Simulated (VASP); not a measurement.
# MnO (Fm-3m) in VASP: notebook, part 2 of 2

VASP 6.6.1. The steps go on from the part before.

## Step 5: Single point, PBE+D3(BJ), collinear spin, ferromagnetic start

This run uses another cell than the first one, of 10.34 Å³/atom.

INCAR reads:

```
SYSTEM = MnO
PREC = Accurate ; ENCUT = 520
EDIFF = 1E-6 ; ISMEAR = -1
SIGMA = 0.05 ; LREAL = .False.
LASPH = .True. ; NELM = 150
ALGO = Normal ; ISIF = 2
LWAVE = .False. ; LCHARG = .False.
ISPIN = 2 ; MAGMOM = 4 0
LORBIT = 11 ; LMAXMIX = 4
GGA = PE ; IVDW = 12
NBANDS = 20
```

KPOINTS reads:

```
Automatic mesh
0
Gamma
  10 10 10
  0 0 0
```

POSCAR reads:

```
MnO
1.0
    0.0000000000      2.1785090927      2.1785090927
    2.1785090927      0.0000000000      2.1785090927
    2.1785090927      2.1785090927      0.0000000000
Mn O
1 1
Direct
    0.0000000000      0.0000000000      0.0000000000
    0.5000000000      0.5000000000      0.5000000000
```

Potentials or basis: VASP PAW PBE potentials, release 64 (Mn_pv, O).

Started as:

```
$ cat potpaw_PBE.64/Mn_pv/POTCAR potpaw_PBE.64/O/POTCAR > POTCAR
$ mpirun -np 1 vasp_std > vasp.out
```

OUTCAR:

```text
SYSTEM = MnO
   PREC = Accurate
   ENCUT = 520
   EDIFF = 1E-6
   ISMEAR = -1
   LREAL = .False.
   LASPH = .True.
   NELM = 150
   ISIF = 2
   ISPIN = 2
   LORBIT = 11
   GGA = PE
   IVDW = 12
 IVDW          = 12

 ion  position               nearest neighbor table
   1  0.000  0.000  0.000-   2 2.18   2 2.18   2 2.18   2 2.18   2 2.18   2 2.18
   2  0.500  0.500  0.500-   1 2.18   1 2.18   1 2.18   1 2.18   1 2.18   1 2.18

  LATTYP: Found a face centered cubic cell.
 ALAT       =     4.3570181854

  Lattice vectors:

 A1 = (   0.0000000000,   2.1785090927,   2.1785090927)
 A2 = (   2.1785090927,   0.0000000000,   2.1785090927)
 A3 = (   2.1785090927,   2.1785090927,   0.0000000000)

Analysis of symmetry for initial positions (statically):
=====================================================================
 Subroutine PRICEL returns:
 Original cell was already a primitive cell.

 Routine SETGRP: Setting up the symmetry group for a
 face centered cubic supercell.

 Subroutine GETGRP returns: Found 48 space group operations
 (whereof 48 operations were pure point group operations)
 out of a pool of 48 trial point group operations.

The static configuration has the point symmetry O_h .

Analysis of symmetry for dynamics (positions and initial velocities):
=====================================================================
 Subroutine PRICEL returns:
 Original cell was already a primitive cell.

 Routine SETGRP: Setting up the symmetry group for a
 face centered cubic supercell.

 Subroutine GETGRP returns: Found 48 space group operations
 (whereof 48 operations were pure point group operations)
 out of a pool of 48 trial point group operations.

The dynamic configuration has the point symmetry O_h .

Analysis of structural, dynamic, and magnetic symmetry:
=====================================================================
 Subroutine PRICEL returns:
 Original cell was already a primitive cell.

 Routine SETGRP: Setting up the symmetry group for a
 face centered cubic supercell.

 Subroutine GETGRP returns: Found 48 space group operations
 (whereof 48 operations were pure point group operations)
 out of a pool of 48 trial point group operations.

The overall configuration has the point symmetry O_h .

 Subroutine INISYM returns: Found 48 space group operations
 (whereof 48 operations are pure point group operations),
 and found     1 'primitive' translations

----------------------------------------------------------------------------------------

                                     Primitive cell

  volume of cell :      20.6780

  direct lattice vectors                    reciprocal lattice vectors
     0.000000000  2.178509093  2.178509093    -0.229514764  0.229514764  0.229514764
     2.178509093  0.000000000  2.178509093     0.229514764 -0.229514764  0.229514764
     2.178509093  2.178509093  0.000000000     0.229514764  0.229514764 -0.229514764

  length of vectors
     3.080877105  3.080877105  3.080877105     0.397531232  0.397531232  0.397531232

  position of ions in fractional coordinates (direct lattice)
     0.000000000  0.000000000  0.000000000
     0.500000000  0.500000000  0.500000000

  ion indices of the primitive-cell ions
   primitive index   ion index
                 1           1
                 2           2

[... 66 lines left out ...]
   LNONCOLLINEAR =      F non collinear calculations
   LSORBIT =      F    spin-orbit coupling
   LASPH  =      T    aspherical Exc in radial PAW
   ENCUT  =  520.0 eV  38.22 Ry    6.18 a.u.   5.73  5.73  5.73*2*pi/ulx,y,z
   NELM   =    150;   NELMIN=  2; NELMDL= -5     # of ELM steps
   EDIFF  = 0.1E-05   stopping-criterion for ELM
   LREAL  =      F    real-space projection
   EDIFFG = 0.1E-04   stopping-criterion for IOM
   NSW    =      0    number of steps for IOM
   IBRION =     -1    ionic relax: 0-MD 1-quasi-New 2-CG
   NFREE  =      0    steps in history (QN), initial steepest desc. (CG)
   ISIF   =      2    stress and relaxation
   ISYM   =      2    0-nonsym 1-usesym 2-fastsym
   POTIM  = 0.5000    time-step for ionic-motion
   TEBEG  =    0.0;   TEEND  =   0.0 temperature during run
   PSTRESS=    0.0 pullay stress
   NELECT =      19.0000    total number of electrons
   NUPDOWN=      -1.0000    fix difference up-down
   EMIN   =  10.00;   EMAX   =-10.00  energy-range for DOS
   EFERMI =   0.00;   METHOD = LEGACY
   ISMEAR =    -1;   SIGMA  =   0.05  broadening in eV -4-tet -1-fermi 0-gaus
   EFERMI_NEDOS =   21; number of points for ismear=-14 and -15
   IALGO  =     38    algorithm
   IMIX   =      4    mixing-type and parameters
     AMIX     =   0.40;   BMIX     =  1.00
     AMIX_MAG =   1.60;   BMIX_MAG =  1.00
  volume/ion in A,a.u.               =      10.34        69.77
  Fermi-wavevector in a.u.,A,eV,Ry     =   1.591561  3.007614 34.464466  2.533067
  Thomas-Fermi vector in A             =   2.690082
   LORBIT       =     11    0 simple, 1 ext, 2 COOP (PROOUT), +10 PAW based schemes
   GGA     = PE    functional components
   LHFCALC =     F    Hartree Fock is set to
   AEXX    =    0.0000 exact exchange contribution
   IVDW    =    12    specifies the selected vdW correction
   LEPSILON=     F    determine dielectric tensor
   LRPA    =     F    only Hartree local field effects (RPA)
 spin polarized calculation
  energy-cutoff  :      520.00
  volume of cell :       20.68
 maximum number of plane-waves:       568
   NGX = 11   NGY = 11   NGZ = 11

 number of electron      19.0000009 magnetization       4.5769500

 Free energy of the ion-electron system (eV)
  ---------------------------------------------------
  ext. energy  EPLUGINS =         0.00000000
  ---------------------------------------------------
  free energy    TOTEN  =       -16.37507558 eV

  energy without entropy =      -16.36467817  energy(sigma->0) =      -16.36987688

 E-fermi :   8.3551     XC(G=0): -12.2194

 val. band max:        8.3503939745   @ k =   0.5000   0.1000   0.0000
 cond. band min:       8.3632219472   @ k =   0.5000   0.2000   0.1000
 fundamental gap:      0.0128279727
 Fermi energy:         8.3550724894

 spin component 1

 k-point     1 :       0.0000    0.0000    0.0000
  band No.  band energies     occupation
      1     -42.0222      1.00000
      2     -42.0222      1.00000
      3     -42.0222      1.00000
      4     -12.5155      1.00000
      5       4.2494      1.00000
      6       4.2494      1.00000
[... 541 lines left out ...]
     19      34.1082      0.00000
     20      35.6525      0.00000

 [... further k-points ...]

 spin component 2

 k-point     1 :       0.0000    0.0000    0.0000
  band No.  band energies     occupation
      1     -37.5167      1.00000
      2     -37.5167      1.00000
      3     -37.5167      1.00000
      4     -12.0917      1.00000
      5       4.6171      1.00000
      6       4.6171      1.00000
[... 541 lines left out ...]
     19      35.0751      0.00000
     20      36.6183      0.00000

 [... further k-points ...]

------------------------ aborting loop because EDIFF is reached ----------------------------------------

 Edisp (eV)   -0.38654

 E8    (eV) :    -0.1510

  FORCE on cell =-STRESS in cart. coord.  units (eV):
  Direction    XX          YY          ZZ          XY          YZ          ZX
  --------------------------------------------------------------------------------------
  -------------------------------------------------------------------------------------
  Total       0.48630     0.48630     0.48630    -0.00000    -0.00000    -0.00000
  in kB      37.67956    37.67956    37.67956    -0.00000    -0.00000    -0.00000
  external pressure =       37.68 kB  Pullay stress =        0.00 kB

 VOLUME and BASIS-vectors are now :
 -----------------------------------------------------------------------------
  energy-cutoff  :      520.00
  volume of cell :       20.68
      direct lattice vectors                 reciprocal lattice vectors
     0.000000000  2.178509093  2.178509093    -0.229514764  0.229514764  0.229514764
     2.178509093  0.000000000  2.178509093     0.229514764 -0.229514764  0.229514764
     2.178509093  2.178509093  0.000000000     0.229514764  0.229514764 -0.229514764

 POSITION                                       TOTAL-FORCE (eV/Angst)
 -----------------------------------------------------------------------------------
      0.00000      0.00000      0.00000         0.000000      0.000000      0.000000
      2.17851      2.17851      2.17851         0.000000     -0.000000      0.000000
 -----------------------------------------------------------------------------------
    total drift:                                0.000000     -0.000000     -0.000000

  FREE ENERGIE OF THE ION-ELECTRON SYSTEM (eV)
  ---------------------------------------------------
  free  energy   TOTEN  =       -16.7616144617 eV

  energy  without entropy=      -16.7512170464  energy(sigma->0) =      -16.75641575

 total charge

# of ion       s       p       d       tot
------------------------------------------
    1        0.212   6.196   5.015  11.423
    2        1.562   3.435   0.000   4.997
--------------------------------------------------
tot          1.775   9.631   5.015  16.420

 magnetization (x)

# of ion       s       p       d       tot
------------------------------------------
    1        0.033   0.026   4.124   4.183
    2        0.031   0.156   0.000   0.188
--------------------------------------------------
tot          0.064   0.182   4.124   4.370
```

OSZICAR:

```text
N       E                     dE             d eps       ncg     rms          rms(c)
DAV:   1     0.170034866341E+03    0.17003E+03   -0.10302E+04  3768   0.113E+03
DAV:   2    -0.102335719008E+02   -0.18027E+03   -0.16817E+03  3872   0.330E+02
DAV:   3    -0.185876555026E+02   -0.83541E+01   -0.82563E+01  4276   0.765E+01
DAV:   4    -0.186470228745E+02   -0.59367E-01   -0.59355E-01  4288   0.667E+00
DAV:   5    -0.186475072487E+02   -0.48437E-03   -0.48436E-03  4248   0.599E-01    0.146E+01
DAV:   6    -0.166611443283E+02    0.19864E+01   -0.88731E+00  5088   0.342E+01    0.130E+01
DAV:   7    -0.163859674553E+02    0.27518E+00   -0.11513E+00  4372   0.158E+01    0.808E+00
DAV:   8    -0.163850660357E+02    0.90142E-03   -0.10032E-01  4120   0.236E+00    0.484E+00
DAV:   9    -0.163713705871E+02    0.13695E-01   -0.30082E-02  4224   0.191E+00    0.118E+00
DAV:  10    -0.163748122637E+02   -0.34417E-02   -0.61100E-03  4096   0.925E-01    0.230E-01
DAV:  11    -0.163750430814E+02   -0.23082E-03   -0.84679E-04  4292   0.263E-01    0.687E-02
DAV:  12    -0.163750639260E+02   -0.20845E-04   -0.26158E-05  4172   0.532E-02    0.286E-02
DAV:  13    -0.163750703144E+02   -0.63885E-05   -0.39865E-06  4228   0.189E-02    0.278E-02
DAV:  14    -0.163750754033E+02   -0.50889E-05   -0.41763E-06  4160   0.156E-02    0.585E-03
DAV:  15    -0.163750755849E+02   -0.18163E-06   -0.15395E-07  2256   0.327E-03
   1 F= -.16761614E+02 E0= -.16756416E+02  d E =-.103974E-01  mag=     4.5770
```

It took 13 s on 1 thread of Intel Xeon 6975P-C (Granite Rapids), shared host; peak memory 0.17 GiB.

What came out:

| Item | Value |
| --- | --- |
| Free energy | -16.7616 eV |
| Pressure | 3.8 GPa |
| Net moment | 4.58 μB per cell |
| Site moments | Mn +4.18; O +0.19 μB |
| Valence electrons inside the program's atomic spheres | Mn 11.42; O 5.00 |
| Dispersion energy per atom | -0.193 eV |

Levels at points of the mesh, in eV from the Fermi level:
Spin up:
| k point | band 9 | band 10 | band 11 | band 12 | band 13 | band 14 | band 15 | band 16 |
| --- | --- | --- | --- | --- | --- | --- | --- | --- |
| (0.00, 0.00, 0.00) | -3.32 | -3.32 | -2.74 | -2.74 | -0.29 | 14.12 | 16.81 | 16.81 |
| (0.50, 0.00, 0.00) | -2.31 | -1.86 | 0.33 | 0.33 | 3.58 | 8.21 | 12.26 | 12.26 |
| (0.50, 0.50, 0.00) | -2.26 | -2.00 | -2.00 | -1.82 | 5.43 | 8.10 | 10.72 | 14.27 |
Spin down:
```csv
k point,band 5,band 6,band 7,band 8,band 9,band 10
"(0.00, 0.00, 0.00)",-3.74,-3.74,-3.74,0.48,0.48,0.48
"(0.50, 0.00, 0.00)",-7.98,-5.36,-5.36,1.80,1.83,1.83
"(0.50, 0.50, 0.00)",-6.95,-4.76,-4.76,-1.24,1.82,2.13
```

Caveat: the cell stands under pressure; a cell with one magnetic atom can't hold antiferromagnetic order, which such compounds often take; semilocal functionals often make such compounds metallic where correlation or magnetic order opens a gap, which also shifts bond lengths.

## Step 6: Summary

| task | level | potentials or basis | cell | k mesh | cutoff (eV) | grid for exact exchange (PRECFOCK) | share of exact exchange | screening parameter | gap on the mesh (eV) | pressure (GPa) | moment (μB) |
| --- | --- | --- | --- | --- | --- | --- | --- | --- | --- | --- | --- |
| relaxation of cell and atoms | revPBE+D4 | VASP PAW PBE potentials, release 64 (Mn_pv, O) | relaxed from a = 3.145 Å, angles 60.0°, 2 atoms | 10 × 10 × 10 | 600 | - | - | - | none | 0.1 | 4.80 |
| single point | HSE06 | VASP PAW PBE potentials, release 64 (Mn_sv, O) | a = 3.145 Å, angles 60.0°, 2 atoms | 5 × 5 × 5 | 520 | Normal | 0.25 | 0.2079 1/Å | 1.43 | -0.9 | 5.00 |
| single point | HSE06 | VASP PAW PBE potentials, release 64 (Mn_pv, O) | a = 3.103 Å, angles 60.0°, 2 atoms | 5 × 5 × 5 | 520 | Normal | 0.25 | 0.2079 1/Å | 1.54 | 9.0 | 5.00 |
| single point | PBE+D3(BJ) | VASP PAW PBE potentials, release 64 (Mn_pv, O) | a = 3.081 Å, angles 60.0°, 2 atoms | 10 × 10 × 10 | 520 | - | - | - | none | 3.8 | 4.58 |

Alike in all rows: spin collinear, ferromagnetic start; smearing fermi-dirac 0.05 eV.

Caveats: some runs use coarse meshes; a cell with one magnetic atom can't hold antiferromagnetic order, which such compounds often take; the PAW data sets were made with another functional, which shifts forces and pressure a little (at least some runs); semilocal functionals often make such compounds metallic where correlation or magnetic order opens a gap, which also shifts bond lengths (at least some runs); an odd mesh through Γ misses points on the zone boundary, where band edges can lie (at least some runs); the cell stands under pressure (at least some runs).

Absolute energies hang on the potentials; compare differences alone.

The gap in the log of VASP goes by the Fermi energy; the results here count the filled bands.